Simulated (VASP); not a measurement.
# H19C2NO8 in VASP: notebook

H19C2NO8 is run at these levels: PBE+D3(BJ); tasks: single point.

All numbers are computed with VASP 6.6.1; they aren't measurements. Logs are shortened: lines on timing, memory, paths and dates and some standing lists are left out, and cuts for length are marked.

## (1) The cell of the first run

The cell holds a disordered packing, 30 atoms: a = 5.283 Å, b = 5.283 Å, c = 5.283 Å, α = 90.00°, β = 90.00°, γ = 90.00°.

## (2) Single point, PBE+D3(BJ)

File INCAR:

```
SYSTEM = H19C2NO8
PREC = Accurate ; ENCUT = 520
EDIFF = 1E-7 ; ISMEAR = -1
SIGMA = 0.02 ; LREAL = Auto
LASPH = .True. ; NELM = 100
ALGO = Normal ; ISIF = 2
LWAVE = .False. ; LCHARG = .False.
GGA = PE ; IVDW = 12
NBANDS = 61
```

File KPOINTS:

```
Automatic mesh
0
Gamma
  1 1 1
  0 0 0
```

File POSCAR:

```
H19C2NO8
1.0
    5.2827990000      0.0000000000      0.0000000000
    0.0000000000      5.2827990000      0.0000000000
    0.0000000000      0.0000000000      5.2827990000
O H C N
8 19 2 1
Direct
    1.0312525614      0.9307376639      0.6716893828
    0.2953358627      0.2388885135      0.2758386227
    0.2085258213      0.5973348598      0.4626146102
    0.4669494334      0.8493603486      0.2864390638
    0.8023398202      0.3351443051      0.1854887911
    1.0119256856      0.8763914735      1.0934165771
    0.7776559358      0.6205801129      0.6063452348
    0.0020822295      0.2766904438      0.8074318179
    0.9865224855      0.8137352945      0.5300409877
    1.0164119437      1.0543463796      0.5357197955
    0.3940903298      0.3332324398      0.1268645655
    0.2307488890      0.0260278689      0.1149958573
    0.2043235035      0.4073976693      0.3774135643
    0.1356856469      0.5997956765      0.6189711174
    0.3493223952      0.8228024576      0.4393314983
    0.5320474998      1.0140836326      0.3157227826
    0.9367950588      0.4312297326      0.0986219616
    0.7353298886      0.4936587593      0.2683236671
    0.9341070898      0.7318468865      1.0350005745
    1.0958016763      0.7543917533      1.2448514509
    0.8850989788      0.5692058320      0.7617931328
    0.6541986549      0.4786099187      0.5357008662
    0.1655940345      0.2076929294      0.7749679668
   -0.0334292484      0.1522109776      0.9344856770
    0.5045620702      0.1142954710      0.6964300554
    0.4628606918      0.0731430441      1.0391839629
    0.7307111249     -0.0434428794      0.9356782266
    0.5432726098     -0.0139130790      0.8702394318
    0.4693723914     -0.2845271986      0.8613426329
    0.4125843137     -0.4895321590      0.8908345746
```

Potentials or basis: VASP PAW PBE potentials, release 64 (O, H, C, N).

Started as:

```sh
$ cat potpaw_PBE.64/O/POTCAR potpaw_PBE.64/H/POTCAR potpaw_PBE.64/C/POTCAR potpaw_PBE.64/N/POTCAR > POTCAR
$ mpirun -np 1 vasp_gam > vasp.out
```

OUTCAR:

```text
SYSTEM = H19C2NO8
   PREC = Accurate
   ENCUT = 520
   EDIFF = 1E-7
   ISMEAR = -1
   LREAL = Auto
   LASPH = .True.
   NELM = 100
   ISIF = 2
   GGA = PE
   IVDW = 12
 IVDW          = 12

 ion  position               nearest neighbor table
   1  0.031  0.931  0.672-  10 0.97   9 1.00
   2  0.295  0.239  0.276-  11 1.07  13 1.15
   3  0.209  0.597  0.463-  14 0.91  13 1.10  15 1.41
   4  0.467  0.849  0.286-  16 0.95  15 1.03
   5  0.802  0.335  0.185-  17 0.99  18 1.01
   6  0.012  0.876  0.093-  19 0.92  20 1.12  12 1.41
   7  0.778  0.621  0.606-  21 1.03  22 1.06
   8  0.002  0.277  0.807-  23 0.95  24 0.96
   9  0.987  0.814  0.530-   1 1.00
  10  0.016  0.054  0.536-   1 0.97
  11  0.394  0.333  0.127-   2 1.07
  12  0.231  0.026  0.115-   6 1.41
  13  0.204  0.407  0.377-   3 1.10   2 1.15
  14  0.136  0.600  0.619-   3 0.91
  15  0.349  0.823  0.439-   4 1.03   3 1.41
  16  0.532  0.014  0.316-   4 0.95
  17  0.937  0.431  0.099-   5 0.99
  18  0.735  0.494  0.268-   5 1.01
  19  0.934  0.732  0.035-   6 0.92
  20  0.096  0.754  0.245-   6 1.12
  21  0.885  0.569  0.762-   7 1.03
  22  0.654  0.479  0.536-   7 1.06
  23  0.166  0.208  0.775-   8 0.95
  24  0.967  0.152  0.934-   8 0.96
  25  0.505  0.114  0.696-  28 1.16
  26  0.463  0.073  0.039-  28 1.09
  27  0.731  0.957  0.936-  28 1.06
  28  0.543  0.986  0.870-  27 1.06  26 1.09  25 1.16  29 1.48
  29  0.469  0.715  0.861-  30 1.13  28 1.48
  30  0.413  0.510  0.891-  29 1.13

  LATTYP: Found a simple cubic cell.
 ALAT       =     5.2827990000

  Lattice vectors:

 A1 = (   5.2827990000,   0.0000000000,   0.0000000000)
 A2 = (   0.0000000000,   5.2827990000,   0.0000000000)
 A3 = (   0.0000000000,   0.0000000000,   5.2827990000)

Analysis of symmetry for initial positions (statically):
=====================================================================
 Subroutine PRICEL returns:
 Original cell was already a primitive cell.

 Routine SETGRP: Setting up the symmetry group for a
 simple cubic supercell.

 Subroutine GETGRP returns: Found  1 space group operations
 (whereof  1 operations were pure point group operations)
 out of a pool of 48 trial point group operations.

The static configuration has the point symmetry C_1 .

Analysis of symmetry for dynamics (positions and initial velocities):
=====================================================================
 Subroutine PRICEL returns:
 Original cell was already a primitive cell.

 Routine SETGRP: Setting up the symmetry group for a
 simple cubic supercell.

 Subroutine GETGRP returns: Found  1 space group operations
 (whereof  1 operations were pure point group operations)
 out of a pool of 48 trial point group operations.

The dynamic configuration has the point symmetry C_1 .

 Subroutine INISYM returns: Found  1 space group operations
 (whereof  1 operations are pure point group operations),
 and found     1 'primitive' translations

----------------------------------------------------------------------------------------

                                     Primitive cell

  volume of cell :     147.4322

  direct lattice vectors                    reciprocal lattice vectors
     5.282799000  0.000000000  0.000000000     0.189293592  0.000000000  0.000000000
     0.000000000  5.282799000  0.000000000     0.000000000  0.189293592  0.000000000
     0.000000000  0.000000000  5.282799000     0.000000000  0.000000000  0.189293592

  length of vectors
     5.282799000  5.282799000  5.282799000     0.189293592  0.189293592  0.189293592

  position of ions in fractional coordinates (direct lattice)
     0.031252561  0.930737664  0.671689383
     0.295335863  0.238888514  0.275838623
     0.208525821  0.597334860  0.462614610
     0.466949433  0.849360349  0.286439064
     0.802339820  0.335144305  0.185488791
     0.011925686  0.876391474  0.093416577
[... 22 lines left out ...]
     0.469372391  0.715472801  0.861342633
     0.412584314  0.510467841  0.890834575

  ion indices of the primitive-cell ions
   primitive index   ion index
                 1           1
                 2           2
                 3           3
                 4           4
                 5           5
                 6           6
[... 22 lines left out ...]
                29          29
                30          30

----------------------------------------------------------------------------------------

 KPOINTS: Automatic mesh

Automatic generation of k-mesh.
 Grid dimensions read from file:
 generate k-points for:    1    1    1

 Generating k-lattice:

  Cartesian coordinates                     Fractional coordinates (reciprocal lattice)
     0.189293592  0.000000000  0.000000000     1.000000000  0.000000000  0.000000000
     0.000000000  0.189293592  0.000000000     0.000000000  1.000000000  0.000000000
     0.000000000  0.000000000  0.189293592     0.000000000  0.000000000  1.000000000

  Length of vectors
     0.189293592  0.189293592  0.189293592

  Shift w.r.t. Gamma in fractional coordinates (k-lattice)
     0.000000000  0.000000000  0.000000000

 Subroutine IBZKPT returns following result:
 ===========================================

 Found      1 irreducible k-points:

 Following reciprocal coordinates:
            Coordinates               Weight
  0.000000  0.000000  0.000000      1.000000
   k-points           NKPTS =      1   k-points in BZ     NKDIM =      1   number of bands    NBANDS=     61
   number of dos      NEDOS =    301   number of ions     NIONS =     30
   total plane-waves  NPLWV =  64000
   dimension x,y,z NGX =    40 NGY =   40 NGZ =   40
   dimension x,y,z NGXF=    80 NGYF=   80 NGZF=   80
   ions per type =               8  19   2   1
   NGX,Y,Z   is equivalent  to a cutoff of  12.59, 12.59, 12.59 a.u.
   NGXF,Y,Z  is equivalent  to a cutoff of  25.18, 25.18, 25.18 a.u.
 SYSTEM =  H19C2NO8
   PREC   = accura    normal or accurate (medium, high low for compatibility)
   ISTART =      0    job   : 0-new  1-cont  2-samecut
   ICHARG =      2    charge: 1-file 2-atom 10-const
   ISPIN  =      1    spin polarized calculation?
   LNONCOLLINEAR =      F non collinear calculations
   LSORBIT =      F    spin-orbit coupling
   LASPH  =      T    aspherical Exc in radial PAW
   ENCUT  =  520.0 eV  38.22 Ry    6.18 a.u.   9.82  9.82  9.82*2*pi/ulx,y,z
   NELM   =    100;   NELMIN=  2; NELMDL= -5     # of ELM steps
   EDIFF  = 0.1E-06   stopping-criterion for ELM
   LREAL  =      T    real-space projection
   EDIFFG = 0.1E-05   stopping-criterion for IOM
   NSW    =      0    number of steps for IOM
   IBRION =     -1    ionic relax: 0-MD 1-quasi-New 2-CG
   NFREE  =      0    steps in history (QN), initial steepest desc. (CG)
   ISIF   =      2    stress and relaxation
   ISYM   =      2    0-nonsym 1-usesym 2-fastsym
   POTIM  = 0.5000    time-step for ionic-motion
   TEBEG  =    0.0;   TEEND  =   0.0 temperature during run
   PSTRESS=    0.0 pullay stress
   NELECT =      80.0000    total number of electrons
   NUPDOWN=      -1.0000    fix difference up-down
   EMIN   =  10.00;   EMAX   =-10.00  energy-range for DOS
   EFERMI =   0.00;   METHOD = LEGACY
   ISMEAR =    -1;   SIGMA  =   0.02  broadening in eV -4-tet -1-fermi 0-gaus
   EFERMI_NEDOS =   21; number of points for ismear=-14 and -15
   IALGO  =     38    algorithm
   IMIX   =      4    mixing-type and parameters
     AMIX     =   0.40;   BMIX     =  1.00
     AMIX_MAG =   1.60;   BMIX_MAG =  1.00
  volume/ion in A,a.u.               =       4.91        33.16
  Fermi-wavevector in a.u.,A,eV,Ry     =   1.335285  2.523323 24.259009  1.782987
  Thomas-Fermi vector in A             =   2.464001
   LORBIT       =      0    0 simple, 1 ext, 2 COOP (PROOUT), +10 PAW based schemes
   GGA     = PE    functional components
   LHFCALC =     F    Hartree Fock is set to
   AEXX    =    0.0000 exact exchange contribution
   IVDW    =    12    specifies the selected vdW correction
   LEPSILON=     F    determine dielectric tensor
   LRPA    =     F    only Hartree local field effects (RPA)
 non-spin polarized calculation
  energy-cutoff  :      520.00
  volume of cell :      147.43
 maximum number of plane-waves:      1956
 NGX is ok and might be reduce to    40
   NGX = 19   NGY = 19   NGZ = 19

 number of electron      79.9999997 magnetization

 Free energy of the ion-electron system (eV)
  ---------------------------------------------------
  ext. energy  EPLUGINS =         0.00000000
  ---------------------------------------------------
  free energy    TOTEN  =      -135.28037175 eV

  energy without entropy =     -135.28037175  energy(sigma->0) =     -135.28037175

 E-fermi :   2.5322     XC(G=0): -10.4947

 val. band max:        1.9720327403   @ k =   0.0000   0.0000   0.0000
 cond. band min:       5.4887485180   @ k =   0.0000   0.0000   0.0000
 fundamental gap:      3.5167157777
 Fermi energy:         2.5322271842

 k-point     1 :       0.0000    0.0000    0.0000
  band No.  band energies     occupation
      1     -20.5170      2.00000
      2     -19.1583      2.00000
      3     -18.8455      2.00000
      4     -18.3403      2.00000
      5     -17.8622      2.00000
      6     -17.1786      2.00000
[... 44 lines left out ...]
     51      11.3605      0.00000
     52      11.8436      0.00000
 [bands above 52 left out]

------------------------ aborting loop because EDIFF is reached ----------------------------------------

 Edisp (eV)   -2.55698

 E8    (eV) :    -0.5566

  FORCE on cell =-STRESS in cart. coord.  units (eV):
  Direction    XX          YY          ZZ          XY          YZ          ZX
  --------------------------------------------------------------------------------------
  -------------------------------------------------------------------------------------
  Total      31.74437    40.98729    30.18093    -0.39919     6.42377   -11.32362
  in kB     344.97295   445.41776   327.98273    -4.33810    69.80849  -123.05627
  external pressure =      372.79 kB  Pullay stress =        0.00 kB

 VOLUME and BASIS-vectors are now :
 -----------------------------------------------------------------------------
  energy-cutoff  :      520.00
  volume of cell :      147.43
      direct lattice vectors                 reciprocal lattice vectors
     5.282799000  0.000000000  0.000000000     0.189293592  0.000000000  0.000000000
     0.000000000  5.282799000  0.000000000     0.000000000  0.189293592  0.000000000
     0.000000000  0.000000000  5.282799000     0.000000000  0.000000000  0.189293592

 POSITION                                       TOTAL-FORCE (eV/Angst)
 -----------------------------------------------------------------------------------
      0.16510      4.91690      3.54840         1.002576     -0.948339     -5.700527
      1.56020      1.26200      1.45720         0.289829     -2.131555     -3.002437
      1.10160      3.15560      2.44390        -0.301049     -0.655265     -3.105723
      2.46680      4.48700      1.51320         1.299162     -1.752666      2.166984
      4.23860      1.77050      0.97990        -0.916256      3.064209      1.511582
      0.06300      4.62980      0.49350         2.603601     -0.647687      5.184537
[... 22 lines left out ...]
      2.47960      3.77970      4.55030         0.765781      4.954851      0.257188
      2.17960      2.69670      4.70610        -1.333281     -2.661877      1.112709
 -----------------------------------------------------------------------------------
    total drift:                               -0.010093      0.009377     -0.015292

  FREE ENERGIE OF THE ION-ELECTRON SYSTEM (eV)
  ---------------------------------------------------
  free  energy   TOTEN  =      -137.8373486064 eV

  energy  without entropy=     -137.8373486064  energy(sigma->0) =     -137.83734861
```

Wall time 27 s (1 thread of Intel Xeon Platinum 8488C (Sapphire Rapids), shared host); peak memory 0.3 GiB.

What came out:

```
Free energy                : -137.8373 eV
Pressure                   : 37.3 GPa
Largest force              : 5.865 eV/Å
Dispersion energy per atom : -0.085 eV
```

Forces in eV/Å, atoms in the order of the input:
```
O    1.003 -0.948 -5.701
O    0.290 -2.132 -3.002
O   -0.301 -0.655 -3.106
O    1.299 -1.753  2.167
O   -0.916  3.064  1.512
O    2.604 -0.648  5.185
O   -3.063 -2.205 -0.915
O    0.262  4.186  1.356
H   -0.349 -0.690  1.666
H   -0.006  1.279  0.779
H   -1.252  0.245  0.996
H   -0.445  1.326  2.315
H    0.186  0.164  0.087
H   -0.676 -0.719  2.420
H    1.533 -0.489 -1.413
H    1.053  1.096  0.398
H    0.107 -1.629 -0.080
H   -0.311 -1.089 -0.255
H   -1.237 -1.627 -2.219
H   -0.039  1.012 -0.139
H   -1.984 -1.122 -2.086
H    2.062  1.591  2.429
H    1.433  0.771 -0.825
H   -1.198 -0.079  0.454
H    1.045 -1.606  1.237
H    0.401 -0.117 -1.750
H    0.268  1.064 -0.619
C   -1.199 -0.583 -2.261
C    0.766  4.955  0.257
N   -1.333 -2.662  1.113
```

Stress tensor (GPa, compression positive):
```
 34.50  -0.43 -12.31
 -0.43  44.54   6.98
-12.31   6.98  32.80
```

Levels at points of the mesh, in eV from the Fermi level:
| k point | band 38 | band 39 | band 40 | band 41 | band 42 | band 43 |
| --- | --- | --- | --- | --- | --- | --- |
| (0.00, 0.00, 0.00) | -1.33 | -0.99 | -0.56 | 2.96 | 4.04 | 5.31 |

Caveat: the k points lie up to 1.19 Å⁻¹ apart, too coarse for converged energies, forces and pressures; the atoms stand as in a frame of molecular dynamics.

## (3) Single point, PBE+D3(BJ)

This run uses another cell than the first one, of 5.97 Å³/atom.

File INCAR:

```
PREC     = Accurate       # precision mode
ENCUT    = 520            # plane-wave cutoff, eV
EDIFF    = 1E-6           # SCF threshold, eV
ISMEAR   = -1             # smearing method
SIGMA    = 0.02           # smearing width, eV
LREAL    = Auto         
LASPH    = True           # aspherical terms in the spheres
NELM     = 60             # most SCF steps
ALGO     = Normal         # electronic algorithm
ISIF     = 2              # what is computed and relaxed
LWAVE    = False          # write WAVECAR
LCHARG   = False          # write CHGCAR
GGA      = PE             # functional
IVDW     = 12             # dispersion correction
NBANDS   = 61             # bands
```

File KPOINTS:

```
regular mesh
0
Gamma
  1 1 1
```

File POSCAR:

```
H19C2NO8
1.0
    5.6365030000      0.0000000000      0.0000000000
    0.0000000000      5.6365030000      0.0000000000
    0.0000000000      0.0000000000      5.6365030000
O H C N
8 19 2 1
Direct
    1.1261060271      1.0252988422      0.6119929325
    0.3835179366      0.1800052266      0.3269580447
    0.3283418815      0.6108397352      0.4870573120
    0.7223982672      0.7965932068      0.3971079231
    0.8842184596      0.2783995680      0.3352610652
    1.0177232231      0.8228151391      1.0927874961
    0.8891328542      0.4773881962      0.6820718449
    0.1766875667      0.3505719770      0.9721808008
    1.1092161221      0.8937811263      0.4956619379
    1.4580671739      1.0246246653      0.2445133090
    0.4396697740      0.4983586454      0.3916435421
    0.2507405744      0.1291226138      0.4878556793
    0.2751528740      0.2848929558      1.1154079045
    0.1718263966      0.5714003878      0.4628224273
    0.6036899120      0.8064574790      0.5162065912
    0.8091364451      0.9658293449      0.4216266717
    0.8488064319      0.4463228353      0.2717642482
    0.8974003917      0.2678256359      0.1275968451
    1.1373896191      0.7051535323      1.1446813742
    1.1123386256      0.9819208825      1.0858328293
    0.8618286906      0.6269135313      0.7731389480
    0.7948013156      0.4651997879      0.5376383194
    0.1363079200      0.5219016117      0.9921577262
    0.0027499320      0.1447706140      0.5880951363
    0.4953071080      0.1540316753      0.6501726336
    0.5556281971      0.3536944804      0.8971165277
    0.7952803361      0.1133859061      0.7512104580
    0.6070962794      0.1634169271      0.8069542410
    0.4991215298     -0.0493036196      0.9029179972
    0.4242346717     -0.2363344790      0.9838014812
```

Potentials or basis: VASP PAW PBE potentials, release 64 (O, H, C, N).

Started as:

```sh
$ cat potpaw_PBE.64/O/POTCAR potpaw_PBE.64/H/POTCAR potpaw_PBE.64/C/POTCAR potpaw_PBE.64/N/POTCAR > POTCAR
$ mpirun -np 1 vasp_gam > vasp.out
```

Wall time 27 s (1 thread of Intel Xeon Platinum 8488C (Sapphire Rapids), shared host); peak memory 0.26 GiB.

It converged, with:

```
Free energy                : -145.9354 eV
Pressure                   : 6.1 GPa
Largest force              : 7.214 eV/Å
Dispersion energy per atom : -0.069 eV
```

Forces in eV/Å, atoms in the order of the input:
```
O   -0.344 -0.989  0.694
O    0.970 -2.402 -1.681
O    4.271  0.159 -0.585
O    1.937  3.611  0.244
O   -0.741  2.123 -6.854
O    0.520  1.730  0.379
O    0.336  1.732  1.192
O   -0.591  0.092  0.490
H   -0.239  0.077  0.592
H   -1.040  2.448  1.917
H   -2.189  1.037  1.018
H    1.850  0.148 -1.797
H   -0.433  0.813  0.125
H   -2.773 -1.714  0.013
H   -1.245 -0.281  0.820
H   -2.024 -3.318 -1.242
H    0.089 -0.908  1.737
H    0.899 -1.272  2.840
H   -0.052  1.535  0.269
H   -1.284 -2.568 -0.080
H   -0.059 -0.874 -0.799
H   -0.239  0.925  1.148
H    0.845 -1.823 -0.980
H   -0.233  0.436 -0.040
H    0.584  1.155 -0.868
H    0.866 -2.488 -0.918
H   -1.809  0.762  1.446
C   -0.495 -0.571  0.886
C   -0.657 -4.237  2.620
N    3.281  4.663 -2.583
```

Stress tensor (GPa, compression positive):
```
16.55  1.09 -0.16
 1.09 -8.66 -1.71
-0.16 -1.71 10.49
```

Levels at points of the mesh, in eV from the Fermi level:
```tsv
k point	band 38	band 39	band 40	band 41	band 42	band 43
(0.00, 0.00, 0.00)	-0.88	-0.74	-0.59	3.62	4.63	4.93
```

Caveat: the k points lie up to 1.11 Å⁻¹ apart, too coarse for converged energies, forces and pressures; the atoms stand as in a frame of molecular dynamics.
